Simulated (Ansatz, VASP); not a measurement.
**One calculation of Bi2TeSe2, two programs**

INCAR

```
SYSTEM = Bi2TeSe2
PREC     = Accurate       ! precision mode
ENCUT    = 520            ! plane-wave cutoff, eV
EDIFF    = 1E-6           ! SCF threshold, eV
ISMEAR   = 0              ! smearing method
SIGMA    = 0.05           ! smearing width, eV
LREAL    = .False.        ! projectors in reciprocal space
LASPH    = .True.         ! aspherical terms in the spheres
NELM     = 100            ! most SCF steps
ALGO     = Normal         ! electronic algorithm
ISIF     = 2              ! what is computed and relaxed
LWAVE    = .False.        ! write WAVECAR
LCHARG   = .False.        ! write CHGCAR
GGA      = PS             ! functional
NBANDS   = 32             ! bands
LUSENCCL = .False.
```

Contents of KPOINTS:

```
regular mesh
0
Gamma
  12 12 12
  0 0 0
```

File POSCAR:

```
Bi2TeSe2
1.0
    2.0287562046      1.1713029409      9.4209601000
   -2.0287562046      1.1713029409      9.4209601000
    0.0000000000     -2.3426058817      9.4209601000
Bi Te Se
2 1 2
Direct
    0.3980600000      0.3980600000      0.3980600000
    0.6019400000      0.6019400000      0.6019400000
    0.0000000000      0.0000000000      0.0000000000
    0.2116000000      0.2116000000      0.2116000000
    0.7884000000      0.7884000000      0.7884000000
```

Input for Ansatz:

```yaml
crystal:
  lattice:
    - [2.0287562046, 1.1713029409, 9.4209601]
    - [-2.0287562046, 1.1713029409, 9.4209601]
    - [0.0, -2.3426058817, 9.4209601]
  atoms:
    - { symbol: Bi, position: [0.39806, 0.39806, 0.39806] }
    - { symbol: Bi, position: [0.60194, 0.60194, 0.60194] }
    - { symbol: Te, position: [0.0, 0.0, 0.0] }
    - { symbol: Se, position: [0.2116, 0.2116, 0.2116] }
    - { symbol: Se, position: [0.7884, 0.7884, 0.7884] }
basis:
  ecutwfc: 420
kpoints:
  mp_grid: { grid: [12, 12, 12] }
hamiltonian:
  xc: pbesol
scf:
  occupations: { method: gaussian, width: 0.05 }
output:
  forces: true
  stress: true
  eigenvalues: true
```

Change from the starting cell: strain -0.030 along x and y, -0.030 along z, atoms carried along.

Alike in both runs: task single point; functional PBEsol; k mesh 12 × 12 × 12; occupations gaussian, width 0.05 eV; no spin polarisation.

|  | VASP | Ansatz |
| --- | --- | --- |
| version | VASP 6.6.1 | Ansatz 0.2.0 |
| potentials or method | VASP PAW PBE potentials, release 64 (Bi_d, Te, Se), cutoff 520 eV | scalar-relativistic, plane waves, PAW |
| valence electrons in the cell | 48 | 78 |

```tsv
	VASP	Ansatz	Ansatz less VASP
gap on the k mesh at the Fermi level (eV)	0.36	0.36	-0.004
least direct gap on the mesh (eV)	0.36	0.36	-0.004
pressure (GPa)	9.4	9.4	-0.06
traceless stress, the component that is largest in VASP (GPa)	0.43	0.42	-0.008
rms of the force components (eV/Å)	0.729	0.730	+0.0009
```

VASP's potentials were made for PBE, not for PBEsol. Atom by atom the forces differ by 0.006 eV/Å (rms over components). The functional is the same, so the differences come from potentials, cutoffs and numerics. VASP's potentials hold 48 valence electrons a cell and Ansatz's 78, so a difference there can come from the potentials and not from the codes.

Neither program's run includes spin-orbit coupling.
